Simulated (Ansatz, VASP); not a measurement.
**Tl in VASP and in Ansatz**

```
Tl
1.0
     3.08960    0.00000    0.00000
     0.00000    3.08960    0.00000
     0.00000    0.00000    3.08960
Tl
1
Direct
  0.00000 0.00000 0.00000
```

Alike in both runs: functional LDA; k mesh 13 × 13 × 13; occupations fermi-dirac, width 0.05 eV; no spin polarisation.

Ansatz relaxed the structure, and its values are those at the end. VASP's run is a single point on that final structure, the one shown.

```csv
,VASP,Ansatz
version,VASP 6.6.1,Ansatz 0.2.0
potentials or method,"VASP PAW LDA potentials, release 64 (Tl_d), cutoff 520 eV","all-electron LAPW, scalar-relativistic"
```

```tsv
	VASP	Ansatz	Ansatz less VASP
pressure (GPa)	0.0	0.0	-0.04
```

LDA's correlation is that of Perdew and Zunger in VASP and of Perdew and Wang (1992) in Ansatz. Ansatz ran all-electron here, and VASP with PAW potentials.

Spin-orbit coupling is off throughout.
